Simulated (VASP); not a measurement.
# CaSe (Fm-3m) in VASP: further runs

The runs below take CaSe through single point, with PBE.

Program: VASP 6.6.1. These are calculated values, not measurements. Logs are shortened: lines on timing, memory, paths and dates and some standing lists are left out, and cuts for length are marked.

## (1) The cell of the first run

The structure is cubic, space group Fm-3m (No. 225). Conventional cell: a = 5.838 Å, b = 5.838 Å, c = 5.838 Å, α = 90.00°, β = 90.00°, γ = 90.00°. Ca (site symmetry m-3m) has 6 Se at 2.92 Å within 3.8 Å. Se (site symmetry m-3m) has 6 Ca at 2.92 Å within 3.8 Å.

## (2) Single point, PBE (volume changed by -6%)

INCAR

```
SYSTEM = CaSe
PREC = Accurate
ENCUT = 520
EDIFF = 1E-7
ISMEAR = 0
SIGMA = 0.01
LREAL = .FALSE.
LASPH = .TRUE.
NELM = 80
ALGO = Normal
ISIF = 2
LWAVE = .FALSE.
LCHARG = .TRUE.
GGA = PE
LELF = .TRUE.
LVHAR = .TRUE.
NBANDS = 15
```

KPOINTS

```
Automatic mesh
0
G
  6 6 6
  0 0 0
```

POSCAR

```
CaSe
1.0
    0.0000000000      2.9189866986      2.9189866986
    2.9189866986      0.0000000000      2.9189866986
    2.9189866986      2.9189866986      0.0000000000
Ca Se
1 1
Direct
    0.0000000000      0.0000000000      0.0000000000
    0.5000000000      0.5000000000      0.5000000000
```

Potentials or basis: VASP PAW PBE potentials, release 64 (Ca_sv, Se).

Started as:

```sh
$ cat potpaw_PBE.64/Ca_sv/POTCAR potpaw_PBE.64/Se/POTCAR > POTCAR
$ mpirun -np 1 vasp_std > vasp.out
```

OUTCAR:

```text
SYSTEM = CaSe
   PREC = Accurate
   ENCUT = 520
   EDIFF = 1E-7
   ISMEAR = 0
   LREAL = .FALSE.
   LASPH = .TRUE.
   NELM = 80
   ISIF = 2
   GGA = PE

 ion  position               nearest neighbor table
   1  0.000  0.000  0.000-   2 2.92   2 2.92   2 2.92   2 2.92   2 2.92   2 2.92
   2  0.500  0.500  0.500-   1 2.92   1 2.92   1 2.92   1 2.92   1 2.92   1 2.92

  LATTYP: Found a face centered cubic cell.
 ALAT       =     5.8379733972

  Lattice vectors:

 A1 = (   0.0000000000,   2.9189866986,   2.9189866986)
 A2 = (   2.9189866986,   0.0000000000,   2.9189866986)
 A3 = (   2.9189866986,   2.9189866986,   0.0000000000)

Analysis of symmetry for initial positions (statically):
=====================================================================
 Subroutine PRICEL returns:
 Original cell was already a primitive cell.

 Routine SETGRP: Setting up the symmetry group for a
 face centered cubic supercell.

 Subroutine GETGRP returns: Found 48 space group operations
 (whereof 48 operations were pure point group operations)
 out of a pool of 48 trial point group operations.

The static configuration has the point symmetry O_h .

Analysis of symmetry for dynamics (positions and initial velocities):
=====================================================================
 Subroutine PRICEL returns:
 Original cell was already a primitive cell.

 Routine SETGRP: Setting up the symmetry group for a
 face centered cubic supercell.

 Subroutine GETGRP returns: Found 48 space group operations
 (whereof 48 operations were pure point group operations)
 out of a pool of 48 trial point group operations.

The dynamic configuration has the point symmetry O_h .

 Subroutine INISYM returns: Found 48 space group operations
 (whereof 48 operations are pure point group operations),
 and found     1 'primitive' translations

----------------------------------------------------------------------------------------

                                     Primitive cell

  volume of cell :      49.7424

  direct lattice vectors                    reciprocal lattice vectors
     0.000000000  2.918986699  2.918986699    -0.171292319  0.171292319  0.171292319
     2.918986699  0.000000000  2.918986699     0.171292319 -0.171292319  0.171292319
     2.918986699  2.918986699  0.000000000     0.171292319  0.171292319 -0.171292319

  length of vectors
     4.128070578  4.128070578  4.128070578     0.296686999  0.296686999  0.296686999

  position of ions in fractional coordinates (direct lattice)
     0.000000000  0.000000000  0.000000000
     0.500000000  0.500000000  0.500000000

  ion indices of the primitive-cell ions
   primitive index   ion index
                 1           1
                 2           2

----------------------------------------------------------------------------------------

 KPOINTS: Automatic mesh

Automatic generation of k-mesh.
 Grid dimensions read from file:
 generate k-points for:    6    6    6

 Generating k-lattice:

  Cartesian coordinates                     Fractional coordinates (reciprocal lattice)
    -0.028548720  0.028548720  0.028548720     0.166666667  0.000000000  0.000000000
     0.028548720 -0.028548720  0.028548720     0.000000000  0.166666667  0.000000000
     0.028548720  0.028548720 -0.028548720     0.000000000  0.000000000  0.166666667

  Length of vectors
     0.049447833  0.049447833  0.049447833

  Shift w.r.t. Gamma in fractional coordinates (k-lattice)
     0.000000000  0.000000000  0.000000000

 Subroutine IBZKPT returns following result:
 ===========================================

 Found     16 irreducible k-points:

 Following reciprocal coordinates:
            Coordinates               Weight
  0.000000  0.000000  0.000000      1.000000
  0.166667  0.000000  0.000000      8.000000
  0.333333  0.000000  0.000000      8.000000
  0.500000  0.000000  0.000000      4.000000
  0.166667  0.166667  0.000000      6.000000
  0.333333  0.166667  0.000000     24.000000
[... 8 lines left out ...]
 -0.333333  0.333333  0.166667     24.000000
 -0.333333  0.500000  0.166667     12.000000
   k-points           NKPTS =     16   k-points in BZ     NKDIM =     16   number of bands    NBANDS=     15
   number of dos      NEDOS =    301   number of ions     NIONS =      2
   total plane-waves  NPLWV =  32768
   dimension x,y,z NGX =    32 NGY =   32 NGZ =   32
   dimension x,y,z NGXF=    64 NGYF=   64 NGZF=   64
   ions per type =               1   1
   NGX,Y,Z   is equivalent  to a cutoff of  12.89, 12.89, 12.89 a.u.
   NGXF,Y,Z  is equivalent  to a cutoff of  25.77, 25.77, 25.77 a.u.
 SYSTEM =  CaSe
   PREC   = accura    normal or accurate (medium, high low for compatibility)
   ISTART =      0    job   : 0-new  1-cont  2-samecut
   ICHARG =      2    charge: 1-file 2-atom 10-const
   ISPIN  =      1    spin polarized calculation?
   LNONCOLLINEAR =      F non collinear calculations
   LSORBIT =      F    spin-orbit coupling
   LASPH  =      T    aspherical Exc in radial PAW
   ENCUT  =  520.0 eV  38.22 Ry    6.18 a.u.   7.68  7.68  7.68*2*pi/ulx,y,z
   NELM   =     80;   NELMIN=  2; NELMDL= -5     # of ELM steps
   EDIFF  = 0.1E-06   stopping-criterion for ELM
   LREAL  =      F    real-space projection
   EDIFFG = 0.1E-05   stopping-criterion for IOM
   NSW    =      0    number of steps for IOM
   IBRION =     -1    ionic relax: 0-MD 1-quasi-New 2-CG
   NFREE  =      0    steps in history (QN), initial steepest desc. (CG)
   ISIF   =      2    stress and relaxation
   ISYM   =      2    0-nonsym 1-usesym 2-fastsym
   POTIM  = 0.5000    time-step for ionic-motion
   TEBEG  =    0.0;   TEEND  =   0.0 temperature during run
   PSTRESS=    0.0 pullay stress
   NELECT =      16.0000    total number of electrons
   NUPDOWN=      -1.0000    fix difference up-down
   EMIN   =  10.00;   EMAX   =-10.00  energy-range for DOS
   EFERMI =   0.00;   METHOD = LEGACY
   ISMEAR =     0;   SIGMA  =   0.01  broadening in eV -4-tet -1-fermi 0-gaus
   EFERMI_NEDOS =   21; number of points for ismear=-14 and -15
   IALGO  =     38    algorithm
   IMIX   =      4    mixing-type and parameters
     AMIX     =   0.40;   BMIX     =  1.00
     AMIX_MAG =   1.60;   BMIX_MAG =  1.00
  volume/ion in A,a.u.               =      24.87       167.84
  Fermi-wavevector in a.u.,A,eV,Ry     =   1.121690  2.119686 17.118682  1.258188
  Thomas-Fermi vector in A             =   2.258345
   LORBIT       =      0    0 simple, 1 ext, 2 COOP (PROOUT), +10 PAW based schemes
   GGA     = PE    functional components
   LHFCALC =     F    Hartree Fock is set to
   AEXX    =    0.0000 exact exchange contribution
   IVDW    =     0    specifies the selected vdW correction
   LEPSILON=     F    determine dielectric tensor
   LRPA    =     F    only Hartree local field effects (RPA)
 non-spin polarized calculation
 Gauss-broadening in eV      SIGMA  =   0.01
  energy-cutoff  :      520.00
  volume of cell :       49.74
 maximum number of plane-waves:      1363
 NGX is ok and might be reduce to    32
   NGX = 15   NGY = 15   NGZ = 15

 number of electron      16.0000002 magnetization

 Free energy of the ion-electron system (eV)
  ---------------------------------------------------
  ext. energy  EPLUGINS =         0.00000000
  ---------------------------------------------------
  free energy    TOTEN  =        -9.44992740 eV

  energy without entropy =       -9.44992740  energy(sigma->0) =       -9.44992740

 E-fermi :   2.8504     XC(G=0):  -9.3230

 val. band max:        2.7276009608   @ k =   0.0000   0.0000   0.0000
 cond. band min:       4.6501831780   @ k =   0.5000   0.5000   0.0000
 fundamental gap:      1.9225822171
 Fermi energy:         2.8504116401

 k-point     1 :       0.0000    0.0000    0.0000
  band No.  band energies     occupation
      1     -36.9063      2.00000
      2     -17.9077      2.00000
      3     -17.9077      2.00000
      4     -17.9077      2.00000
      5      -9.2128      2.00000
      6       2.7276      2.00000
      7       2.7276      2.00000
      8       2.7276      2.00000
      9       6.2864      0.00000
     10       6.4144      0.00000
     11       6.4144      0.00000
     12       6.4144      0.00000
     13       7.0231      0.00000
     14       7.0231      0.00000
     15      12.4924      0.00000

 k-point     2 :       0.1667    0.0000    0.0000
  band No.  band energies     occupation
      1     -36.9042      2.00000
      2     -17.9432      2.00000
      3     -17.9099      2.00000
      4     -17.9099      2.00000
      5      -9.0352      2.00000
      6       1.4957      2.00000
      7       2.3052      2.00000
      8       2.3052      2.00000
      9       6.3873      0.00000
     10       6.7908      0.00000
     11       6.7908      0.00000
     12       7.7469      0.00000
     13       7.7682      0.00000
     14       7.7682      0.00000
     15      12.6896      0.00000

 k-point     3 :       0.3333    0.0000    0.0000
  band No.  band energies     occupation
      1     -36.9000      2.00000
      2     -18.0124      2.00000
      3     -17.9144      2.00000
      4     -17.9144      2.00000
      5      -8.6491      2.00000
      6      -0.0741      2.00000
      7       1.6885      2.00000
      8       1.6885      2.00000
      9       6.7063      0.00000
     10       7.6607      0.00000
     11       7.6607      0.00000
     12       9.0117      0.00000
     13       9.3122      0.00000
     14       9.3122      0.00000
     15      12.4126      0.00000

 k-point     4 :       0.5000    0.0000    0.0000
  band No.  band energies     occupation
      1     -36.8979      2.00000
      2     -18.0461      2.00000
      3     -17.9166      2.00000
      4     -17.9166      2.00000
      5      -8.4357      2.00000
      6      -0.7105      2.00000
      7       1.4420      2.00000
      8       1.4420      2.00000
      9       7.3078      0.00000
     10       8.3152      0.00000
     11       8.3299      0.00000
     12       8.3299      0.00000
     13      10.4829      0.00000
     14      10.4829      0.00000
     15      10.9315      0.00000
[... 163 lines left out ...]
 k-point    14 :       0.5000    0.3333    0.1667
  band No.  band energies     occupation
      1     -36.8972      2.00000
      2     -18.0003      2.00000
      3     -17.9506      2.00000
      4     -17.9286      2.00000
      5      -8.5562      2.00000
      6       0.0470      2.00000
      7       1.2678      2.00000
      8       1.4687      2.00000
      9       6.2814      0.00000
     10       7.8872      0.00000
     11       8.3823      0.00000
     12       8.5466      0.00000
     13       9.0022      0.00000
     14      10.4487      0.00000
     15      11.1785      0.00000

 k-point    15 :      -0.3333    0.3333    0.1667
  band No.  band energies     occupation
      1     -36.8958      2.00000
      2     -18.0031      2.00000
      3     -17.9616      2.00000
      4     -17.9364      2.00000
      5      -8.4701      2.00000
      6       0.0854      2.00000
      7       0.8238      2.00000
      8       1.3128      2.00000
      9       7.2029      0.00000
     10       7.2822      0.00000
     11       8.5808      0.00000
     12       8.7855      0.00000
     13       8.8405      0.00000
     14      10.7241      0.00000
     15      11.6704      0.00000

 k-point    16 :      -0.3333    0.5000    0.1667
  band No.  band energies     occupation
      1     -36.8951      2.00000
      2     -17.9912      2.00000
      3     -17.9617      2.00000
      4     -17.9533      2.00000
      5      -8.5085      2.00000
      6       0.3467      2.00000
      7       1.0726      2.00000
      8       1.1386      2.00000
      9       6.0197      0.00000
     10       8.0135      0.00000
     11       8.1634      0.00000
     12       8.6847      0.00000
     13       8.9022      0.00000
     14       9.9752      0.00000
     15      12.4552      0.00000

------------------------ aborting loop because EDIFF is reached ----------------------------------------

  FORCE on cell =-STRESS in cart. coord.  units (eV):
  Direction    XX          YY          ZZ          XY          YZ          ZX
  --------------------------------------------------------------------------------------
  -------------------------------------------------------------------------------------
  Total        1.0964547      1.0964547      1.0964547     -0.0000000      0.0000000     -0.0000000
  in kB       35.3162781     35.3162781     35.3162781     -0.0000000      0.0000000     -0.0000000
  external PRESSURE =      35.3162781 kB  Pullay stress =       0.0000000 kB

 VOLUME and BASIS-vectors are now :
 -----------------------------------------------------------------------------
  energy-cutoff  :      520.00
  volume of cell :       49.74
      direct lattice vectors                 reciprocal lattice vectors
     0.000000000  2.918986699  2.918986699    -0.171292319  0.171292319  0.171292319
     2.918986699  0.000000000  2.918986699     0.171292319 -0.171292319  0.171292319
     2.918986699  2.918986699  0.000000000     0.171292319  0.171292319 -0.171292319

 POSITION                                       TOTAL-FORCE (eV/Angst)
 -----------------------------------------------------------------------------------
      0.00000      0.00000      0.00000         0.000000      0.000000     -0.000000
      2.91899      2.91899      2.91899        -0.000000     -0.000000      0.000000
 -----------------------------------------------------------------------------------
    total drift:                                0.000000     -0.000000     -0.000000

  FREE ENERGIE OF THE ION-ELECTRON SYSTEM (eV)
  ---------------------------------------------------
  free  energy   TOTEN  =        -9.4499274043 eV

  energy  without entropy=       -9.4499274043  energy(sigma->0) =       -9.44992740
```

It took 8.6 s on 1 thread of Intel Xeon Platinum 8488C (Sapphire Rapids), shared host; peak memory 0.17 GiB.

Results:

- Free energy: -9.4499 eV
- Pressure: 3.5 GPa
- Band gap on the k mesh: 1.92 eV, indirect (least direct gap 2.89 eV)

Levels at points of the mesh, in eV from the valence-band top:
```
           k point  band 5  band 6  band 7  band 8  band 9  band 10  band 11  band 12
(0.00, 0.00, 0.00)  -11.94    0.00    0.00    0.00    3.56     3.69     3.69     3.69
(0.50, 0.00, 0.00)  -11.16   -3.44   -1.29   -1.29    4.58     5.59     5.60     5.60
(0.50, 0.50, 0.00)  -11.31   -2.62   -0.97   -0.97    1.92     5.11     5.23     6.17
```

Caveat: the cell differs from its parent crystal (volume changed by -6%). A k mesh can miss the band edges.

## (3) Single point, PBE (volume changed by -3%)

INCAR

```
SYSTEM = CaSe
PREC = Accurate
ENCUT = 520
EDIFF = 1E-6
ISMEAR = 0
SIGMA = 0.01
LREAL = .FALSE.
LASPH = .TRUE.
NELM = 60
ALGO = Normal
ISIF = 2
LWAVE = .FALSE.
LCHARG = .FALSE.
GGA = PE
NBANDS = 15
```

KPOINTS is that of step 2.

POSCAR

```
CaSe
1.0
    0.0000000000      2.9497151325      2.9497151325
    2.9497151325      0.0000000000      2.9497151325
    2.9497151325      2.9497151325      0.0000000000
Ca Se
1 1
Direct
    0.0000000000      0.0000000000      0.0000000000
    0.5000000000      0.5000000000      0.5000000000
```

Potentials or basis: VASP PAW PBE potentials, release 64 (Ca_sv, Se).

Started as:

```sh
$ cat potpaw_PBE.64/Ca_sv/POTCAR potpaw_PBE.64/Se/POTCAR > POTCAR
$ mpirun -np 1 vasp_std > vasp.out
```

It took 6.9 s on 1 thread of Intel Xeon Platinum 8488C (Sapphire Rapids), shared host; peak memory 0.17 GiB.

The run converged. Its results:

* Free energy: -9.4759 eV
* Pressure: 1.7 GPa
* Band gap on the k mesh: 2.00 eV, indirect (least direct gap 2.95 eV)

Levels at points of the mesh, in eV from the valence-band top:
```
           k point  band 5  band 6  band 7  band 8  band 9  band 10  band 11  band 12
(0.00, 0.00, 0.00)  -11.83    0.00    0.00    0.00    3.38     3.70     3.70     3.70
(0.50, 0.00, 0.00)  -11.11   -3.31   -1.22   -1.22    4.53     5.50     5.53     5.53
(0.50, 0.50, 0.00)  -11.24   -2.54   -0.94   -0.94    2.00     5.06     5.09     6.06
```

Caveat: the cell differs from its parent crystal (volume changed by -3%). A k mesh can miss the band edges.

## (4) Single point, PBE

This run uses another cell than the first one, of 26.46 Å³/atom, 1.064 times its volume.

INCAR

```
ALGO     = Normal         # electronic algorithm
EDIFF    = 1E-7           # SCF threshold, eV
ENCUT    = 520            # plane-wave cutoff, eV
GGA      = PE             # functional
ISIF     = 2              # what is computed and relaxed
ISMEAR   = 0              # smearing method
LASPH    = T              # aspherical terms in the spheres
LCHARG   = T              # write CHGCAR
LELF     = T              # ELF
LREAL    = F              # projectors in reciprocal space
LVHAR    = T            
LWAVE    = F              # write WAVECAR
NBANDS   = 15             # bands
NELM     = 80             # most SCF steps
PREC     = Accurate       # precision mode
SIGMA    = 0.01           # smearing width, eV
```

KPOINTS

```
k-points
0
Gamma
  6 6 6
```

POSCAR

```
CaSe
1.0
    0.0000000000      2.9798163456      2.9798163456
    2.9798163456      0.0000000000      2.9798163456
    2.9798163456      2.9798163456      0.0000000000
Ca Se
1 1
Direct
    0.0000000000      0.0000000000      0.0000000000
    0.5000000000      0.5000000000      0.5000000000
```

Started as:

```sh
$ cat potpaw_PBE.64/Ca_sv/POTCAR potpaw_PBE.64/Se/POTCAR > POTCAR
$ mpirun -np 1 vasp_std > vasp.out
```

It took 8.1 s on 1 thread of Intel Xeon Platinum 8488C (Sapphire Rapids), shared host; peak memory 0.17 GiB.

It converged, with:

- Free energy: -9.4851 eV
- Pressure: 0.1 GPa
- Band gap on the k mesh: 2.08 eV, indirect (least direct gap 2.99 eV)

Levels at points of the mesh, in eV from the valence-band top:
```csv
k point,band 4,band 5,band 6,band 7,band 8,band 9,band 10,band 11,band 12,band 13
"(0.00, 0.00, 0.00)",-20.81,-11.72,0.00,0.00,0.00,3.22,3.71,3.71,3.71,4.26
"(0.50, 0.00, 0.00)",-20.82,-11.07,-3.20,-1.15,-1.15,4.48,5.42,5.45,5.45,7.38
"(0.50, 0.50, 0.00)",-20.84,-11.17,-2.46,-0.91,-0.91,2.08,4.95,5.00,5.93,5.97
```

A k mesh can miss the band edges.

## (5) Summary

```csv
cell,gap on the mesh (eV),pressure (GPa)
"a = 4.128 Å, angles 60.0°, 2 atoms",1.92,3.5
"a = 4.172 Å, angles 60.0°, 2 atoms",2.00,1.7
"a = 4.214 Å, angles 60.0°, 2 atoms",2.08,0.1
```

Alike in all rows: task single point; level PBE; potentials or basis VASP PAW PBE potentials, release 64 (Ca_sv, Se); no spin polarisation; k mesh 6 × 6 × 6; cutoff (eV) 520; smearing gaussian 0.01 eV.

Total energies depend on the potentials used, so only differences within one code and one set of settings carry meaning.
